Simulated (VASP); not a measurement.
# W2C3 (Cmcm) in VASP: relaxation of cell and atoms with PBE

Aim: the relaxation of cell and atoms of W2C3 with PBE.

All numbers are computed with VASP 6.6.1; they aren't measurements. Logs are shortened: lines on timing, memory, paths and dates and some standing lists are left out, and cuts for length are marked.

### 1 The cell of the first run

It takes space group Cmcm (No. 63, orthorhombic). The conventional cell has a = 2.962 Å, b = 5.228 Å, c = 12.898 Å, α = 90.00°, β = 90.00°, γ = 90.00°. W (site symmetry m) has 7 C at 2.13 to 2.50 Å and 7 W at 2.82 to 3.00 Å within 3.1 Å. Within 1.9 Å of C (site symmetry m) lie 1 C at 1.41 Å. Within 3.1 Å of C (site symmetry m2m) lie 6 W at 2.21 to 2.28 Å and 8 C at 2.69 to 3.00 Å.

### 2 Relaxation of cell and atoms, PBE

INCAR

```
SYSTEM = W2C3
PREC = Accurate ; ENCUT = 600
EDIFF = 1E-7 ; ISMEAR = 0
SIGMA = 0.1 ; LREAL = .FALSE.
LASPH = .TRUE. ; NELM = 80
ALGO = Fast ; ISIF = 3
LWAVE = .FALSE. ; LCHARG = .FALSE.
GGA = PE ; IBRION = 2
NSW = 100 ; EDIFFG = -0.01
KPAR = 4
```

KPOINTS

```
regular mesh
0
G
  12 12 4
  0 0 0
```

POSCAR

```
W2C3
1.0
    1.4808252818     -2.6138731357      0.0000000000
    1.4808252818      2.6138731357      0.0000000000
    0.0000000000      0.0000000000     12.8982348538
W C
4 6
Direct
    0.2504135434      0.7495864566      0.6404896306
    0.2504135434      0.7495864566      0.8595103694
    0.7495864566      0.2504135434      0.3595103694
    0.7495864566      0.2504135434      0.1404896306
    0.0871138743      0.9128861257      0.4585024575
    0.9128861257      0.0871138743      0.5414975425
    0.9084822882      0.0915177118      0.7500000000
    0.9128861257      0.0871138743      0.9585024575
    0.0871138743      0.9128861257      0.0414975425
    0.0915177118      0.9084822882      0.2500000000
```

Potentials or basis: VASP PAW PBE potentials, release 64 (W_sv, C).

Run with:

```sh
$ cat potpaw_PBE.64/W_sv/POTCAR potpaw_PBE.64/C/POTCAR > POTCAR
$ mpirun -np 4 vasp_std > vasp.out
```

OUTCAR:

```text
SYSTEM = W2C3
   PREC = Accurate
   ENCUT = 600
   EDIFF = 1E-7
   ISMEAR = 0
   LREAL = .FALSE.
   LASPH = .TRUE.
   NELM = 80
   ISIF = 3
   GGA = PE
   IBRION = 2
   NSW = 100
   EDIFFG = -0.01

 ion  position               nearest neighbor table
   1  0.250  0.750  0.640-   6 2.13   6 2.13   6 2.18   7 2.21   7 2.21   7 2.28   5 2.50   2 2.82

   2  0.250  0.750  0.860-   8 2.13   8 2.13   8 2.18   7 2.21   7 2.21   7 2.28   9 2.50   1 2.82

   3  0.750  0.250  0.360-   5 2.13   5 2.13   5 2.18  10 2.21  10 2.21  10 2.28   6 2.50   4 2.82

   4  0.750  0.250  0.140-   9 2.13   9 2.13   9 2.18  10 2.21  10 2.21  10 2.28   8 2.50   3 2.82

   5  0.087  0.913  0.459-   6 1.41   3 2.13   3 2.13   3 2.18   1 2.50
   6  0.913  0.087  0.541-   5 1.41   1 2.13   1 2.13   1 2.18   3 2.50
   7  0.908  0.092  0.750-   1 2.21   2 2.21   1 2.21   2 2.21   1 2.28   2 2.28
   8  0.913  0.087  0.959-   9 1.41   2 2.13   2 2.13   2 2.18   4 2.50
   9  0.087  0.913  0.041-   8 1.41   4 2.13   4 2.13   4 2.18   2 2.50
  10  0.092  0.908  0.250-   3 2.21   4 2.21   3 2.21   4 2.21   3 2.28   4 2.28

  LATTYP: Found a base centered orthorhombic cell.
 ALAT       =     2.9616505636
 B/A-ratio  =     1.7651462113
 C/A-ratio  =     4.3550832810

  Lattice vectors:

 A1 = (   1.4808252818,  -2.6138731357,   0.0000000000)
 A2 = (   1.4808252818,   2.6138731357,   0.0000000000)
 A3 = (   0.0000000000,   0.0000000000,  12.8982348538)

Analysis of symmetry for initial positions (statically):
=====================================================================
 Subroutine PRICEL returns:
 Original cell was already a primitive cell.

 Routine SETGRP: Setting up the symmetry group for a
 base centered orthorhombic supercell.

 Subroutine GETGRP returns: Found  8 space group operations
 (whereof  4 operations were pure point group operations)
 out of a pool of  8 trial point group operations.

The static configuration has the point symmetry C_2h.
 The point group associated with its full space group is D_2h.

Analysis of symmetry for dynamics (positions and initial velocities):
=====================================================================
 Subroutine PRICEL returns:
 Original cell was already a primitive cell.

 Routine SETGRP: Setting up the symmetry group for a
 base centered orthorhombic supercell.

 Subroutine GETGRP returns: Found  8 space group operations
 (whereof  4 operations were pure point group operations)
 out of a pool of  8 trial point group operations.

The dynamic configuration has the point symmetry C_2h.
 The point group associated with its full space group is D_2h.

 Subroutine INISYM returns: Found  8 space group operations
 (whereof  4 operations are pure point group operations),
 and found     1 'primitive' translations

----------------------------------------------------------------------------------------

                                     Primitive cell

  volume of cell :      99.8501

  direct lattice vectors                    reciprocal lattice vectors
     1.480825282 -2.613873136  0.000000000     0.337649557 -0.191287019  0.000000000
     1.480825282  2.613873136  0.000000000     0.337649557  0.191287019  0.000000000
     0.000000000  0.000000000 12.898234854     0.000000000  0.000000000  0.077529989

  length of vectors
     3.004193117  3.004193117 12.898234854     0.388069513  0.388069513  0.077529989

  position of ions in fractional coordinates (direct lattice)
     0.250413543  0.749586457  0.640489631
     0.250413543  0.749586457  0.859510369
     0.749586457  0.250413543  0.359510369
     0.749586457  0.250413543  0.140489631
     0.087113874  0.912886126  0.458502458
     0.912886126  0.087113874  0.541497542
     0.908482288  0.091517712  0.750000000
     0.912886126  0.087113874  0.958502458
     0.087113874  0.912886126  0.041497542
     0.091517712  0.908482288  0.250000000

  ion indices of the primitive-cell ions
   primitive index   ion index
                 1           1
                 2           2
                 3           3
                 4           4
                 5           5
                 6           6
                 7           7
                 8           8
                 9           9
                10          10

----------------------------------------------------------------------------------------

 KPOINTS: regular mesh

Automatic generation of k-mesh.
 Grid dimensions read from file:
 generate k-points for:   12   12    4

 Generating k-lattice:

  Cartesian coordinates                     Fractional coordinates (reciprocal lattice)
     0.028137463 -0.015940585  0.000000000     0.083333333  0.000000000  0.000000000
     0.028137463  0.015940585  0.000000000     0.000000000  0.083333333  0.000000000
     0.000000000  0.000000000  0.019382497     0.000000000  0.000000000  0.250000000

  Length of vectors
     0.032339126  0.032339126  0.019382497

  Shift w.r.t. Gamma in fractional coordinates (k-lattice)
     0.000000000  0.000000000  0.000000000

 Subroutine IBZKPT returns following result:
 ===========================================

 Found    129 irreducible k-points:

 Following reciprocal coordinates:
            Coordinates               Weight
  0.000000  0.000000  0.000000      1.000000
  0.083333 -0.000000  0.000000      4.000000
  0.166667  0.000000  0.000000      4.000000
  0.250000 -0.000000  0.000000      4.000000
  0.333333  0.000000  0.000000      4.000000
  0.416667 -0.000000  0.000000      4.000000
[... 16 lines left out ...]
  0.500000  0.166667  0.000000      4.000000
 -0.416667  0.166667  0.000000      4.000000
 [... further k-points ...]
   k-points           NKPTS =    129   k-points in BZ     NKDIM =    129   number of bands    NBANDS=     48
   number of dos      NEDOS =    301   number of ions     NIONS =     10
   total plane-waves  NPLWV =  62208
   dimension x,y,z NGX =    24 NGY =   24 NGZ =  108
   dimension x,y,z NGXF=    48 NGYF=   48 NGZF=  216
   ions per type =               4   6
   NGX,Y,Z   is equivalent  to a cutoff of  13.28, 13.28, 13.92 a.u.
   NGXF,Y,Z  is equivalent  to a cutoff of  26.56, 26.56, 27.84 a.u.
 SYSTEM =  W2C3
   PREC   = accura    normal or accurate (medium, high low for compatibility)
   ISTART =      0    job   : 0-new  1-cont  2-samecut
   ICHARG =      2    charge: 1-file 2-atom 10-const
   ISPIN  =      1    spin polarized calculation?
   LNONCOLLINEAR =      F non collinear calculations
   LSORBIT =      F    spin-orbit coupling
   LASPH  =      T    aspherical Exc in radial PAW
   ENCUT  =  600.0 eV  44.10 Ry    6.64 a.u.   6.00  6.00 25.76*2*pi/ulx,y,z
   NELM   =     80;   NELMIN=  2; NELMDL= -5     # of ELM steps
   EDIFF  = 0.1E-06   stopping-criterion for ELM
   LREAL  =      F    real-space projection
   EDIFFG = -.1E-01   stopping-criterion for IOM
   NSW    =    100    number of steps for IOM
   IBRION =      2    ionic relax: 0-MD 1-quasi-New 2-CG
   NFREE  =      1    steps in history (QN), initial steepest desc. (CG)
   ISIF   =      3    stress and relaxation
   ISYM   =      2    0-nonsym 1-usesym 2-fastsym
   POTIM  = 0.5000    time-step for ionic-motion
   TEBEG  =    0.0;   TEEND  =   0.0 temperature during run
   PSTRESS=    0.0 pullay stress
   NELECT =      80.0000    total number of electrons
   NUPDOWN=      -1.0000    fix difference up-down
   EMIN   =  10.00;   EMAX   =-10.00  energy-range for DOS
   EFERMI =   0.00;   METHOD = LEGACY
   ISMEAR =     0;   SIGMA  =   0.10  broadening in eV -4-tet -1-fermi 0-gaus
   EFERMI_NEDOS =   21; number of points for ismear=-14 and -15
   IALGO  =     68    algorithm
   IMIX   =      4    mixing-type and parameters
     AMIX     =   0.40;   BMIX     =  1.00
     AMIX_MAG =   1.60;   BMIX_MAG =  1.00
  volume/ion in A,a.u.               =       9.99        67.38
  Fermi-wavevector in a.u.,A,eV,Ry     =   1.520508  2.873343 31.455904  2.311944
  Thomas-Fermi vector in A             =   2.629349
   LORBIT       =      0    0 simple, 1 ext, 2 COOP (PROOUT), +10 PAW based schemes
   GGA     = PE    functional components
   LHFCALC =     F    Hartree Fock is set to
   AEXX    =    0.0000 exact exchange contribution
   IVDW    =     0    specifies the selected vdW correction
   LEPSILON=     F    determine dielectric tensor
   LRPA    =     F    only Hartree local field effects (RPA)
 conjugate gradient relaxation of ions
 non-spin polarized calculation
 RMM-DIIS sequential band-by-band and
 Gauss-broadening in eV      SIGMA  =   0.10
  energy-cutoff  :      600.00
  volume of cell :       99.85
 maximum number of plane-waves:      3378
   NGX = 11   NGY = 11   NGZ = 51

--------------------------------------- Ionic step        1  -------------------------------------------

 number of electron      80.0000000 magnetization

 Free energy of the ion-electron system (eV)
  ---------------------------------------------------
  ext. energy  EPLUGINS =         0.00000000
  ---------------------------------------------------
  free energy    TOTEN  =      -104.06355015 eV

  energy without entropy =     -104.05273577  energy(sigma->0) =     -104.05814296

------------------------ aborting loop because EDIFF is reached ----------------------------------------

  FORCE on cell =-STRESS in cart. coord.  units (eV):
  Direction    XX          YY          ZZ          XY          YZ          ZX
  --------------------------------------------------------------------------------------
  -------------------------------------------------------------------------------------
  Total        0.4959785      0.5319399      0.6021710      0.0000000     -0.0000000      0.0000000
  in kB        7.9583829      8.5354125      9.6623291      0.0000000     -0.0000000      0.0000000
  external PRESSURE =       8.7187082 kB  Pullay stress =       0.0000000 kB
[... 249 lines left out ...]
  energy  without entropy=     -104.0534947619  energy(sigma->0) =     -104.05889110

--------------------------------------- Ionic step        7  -------------------------------------------

 number of electron      80.0000000 magnetization

 Free energy of the ion-electron system (eV)
  ---------------------------------------------------
  ext. energy  EPLUGINS =         0.00000000
  ---------------------------------------------------
  free energy    TOTEN  =      -104.06432595 eV

  energy without entropy =     -104.05362075  energy(sigma->0) =     -104.05897335

 E-fermi :  10.6165     XC(G=0): -13.3747

 val. band max:       10.6003758481   @ k =  -0.4167   0.4167   0.2500
 cond. band min:      10.6253323907   @ k =   0.5000   0.3333   0.2500
 fundamental gap:      0.0249565426
 Fermi energy:        10.6164866484

 k-point     1 :       0.0000    0.0000    0.0000
  band No.  band energies     occupation
      1     -63.9949      2.00000
      2     -63.9945      2.00000
      3     -63.9739      2.00000
      4     -63.9735      2.00000
      5     -28.5554      2.00000
      6     -28.5264      2.00000
[... 1213 lines left out ...]
     47      13.9985      0.00000
     48      14.6122      0.00000

 [... further k-points ...]

------------------------ aborting loop because EDIFF is reached ----------------------------------------

  FORCE on cell =-STRESS in cart. coord.  units (eV):
  Direction    XX          YY          ZZ          XY          YZ          ZX
  --------------------------------------------------------------------------------------
  -------------------------------------------------------------------------------------
  Total        0.0218034      0.0055126      0.0389043      0.0000000      0.0000000      0.0000000
  in kB        0.3489926      0.0882367      0.6227151      0.0000000      0.0000000      0.0000000
  external PRESSURE =       0.3533148 kB  Pullay stress =       0.0000000 kB
[... 25 lines left out ...]
  FREE ENERGIE OF THE ION-ELECTRON SYSTEM (eV)
  ---------------------------------------------------
  free  energy   TOTEN  =      -104.0643259543 eV

  energy  without entropy=     -104.0536207543  energy(sigma->0) =     -104.05897335

 reached required accuracy - stopping structural energy minimisation
```

It took 22 min on 4 MPI ranks of Oxide Virtual Turin-like, shared host; peak memory 0.63 GiB.

What came out:

```yaml
Free_energy: -104.0643 eV
Relaxed_volume: 10.01 Å³/atom
Relaxed_cell: a = 3.007 Å, b = 3.007 Å, c = 12.910 Å, α = 90.00°, β = 90.00°, γ = 120.95°
Space_group_after_relaxing_to_0.1_Å: Cmcm (No. 63)
Energy_gained_by_relaxing: 0.1 meV/atom
Ionic_steps: 7
Pressure_after_relaxing: 0.0 GPa
Largest_force_after_relaxing: 0.009 eV/Å
Band_gap_on_the_k_mesh: zero (bands 40 and 41 overlap by 1.05 eV)
```

Forces in eV/Å, atoms in the order of the input:
```
W    0.000 -0.008 -0.003
W    0.000 -0.008  0.003
W    0.000  0.008  0.003
W    0.000  0.008 -0.003
C    0.000  0.006 -0.001
C    0.000 -0.006  0.001
C    0.000  0.004  0.000
C    0.000 -0.006 -0.001
C    0.000  0.006  0.001
C    0.000 -0.004  0.000
```

The path:
```csv
step,energy change (eV),largest force (eV/Å),pressure (GPa),volume (Å³)
1,0.0000,0.0329,0.87,99.85
2,0.0027,0.0636,-1.96,100.64
3,-0.0007,0.0210,-0.01,100.09
4,-0.0007,0.0214,-0.03,100.10
5,-0.0007,0.0289,-0.01,100.11
6,-0.0007,0.0192,-0.02,100.10
7,-0.0008,0.0089,0.04,100.10
```

Final structure:
```xyz
10
Lattice="1.4817 -2.6164 0.0000 1.4817 2.6164 0.0000 0.0000 0.0000 12.9103" Properties=species:S:1:pos:R:3 pbc="T T T"
W     1.4817    1.3067    8.2699
W     1.4817    1.3067   11.0956
W     1.4817   -1.3067    4.6404
W     1.4817   -1.3067    1.8147
C     1.4817    2.1617    5.9187
C     1.4817   -2.1617    6.9917
C     1.4817   -2.1374    9.6827
C     1.4817   -2.1617   12.3738
C     1.4817    2.1617    0.5365
C     1.4817    2.1374    3.2276
```

Caveat: spin-orbit coupling is left out, which moves the levels of the heavy elements.

The gap in the log of VASP goes by the Fermi energy; the results here count the filled bands.